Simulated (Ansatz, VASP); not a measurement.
# One calculation of In, two programs

```
In
1.0
    -1.85469    1.85469    1.85469
     1.85469   -1.85469    1.85469
     1.85469    1.85469   -1.85469
In
1
Cartesian
  -0.0536 -0.0487 0.0024
```

Alike in both runs: task single point; functional r2SCAN; k mesh 6 × 6 × 6; occupations fermi-dirac, width 0.1 eV; no spin polarisation.

|  | VASP | Ansatz |
| --- | --- | --- |
| version | VASP 6.6.1 | Ansatz 0.2.0 |
| potentials or method | VASP PAW PBE potentials, release 64 (In_d), cutoff 550 eV | plane waves, PAW |
| valence electrons in the cell | 13 | 13 |

|  | VASP | Ansatz | Ansatz less VASP |
| --- | --- | --- | --- |
| pressure (GPa) | 1.1 | 1.1 | -0.06 |

VASP's potentials were made for PBE, not for r2SCAN. The functional is the same, so the differences come from potentials, cutoffs and numerics. Ansatz's warnings: stress scf threshold loose.

The k mesh is coarse, so the values compare programs but aren't converged.
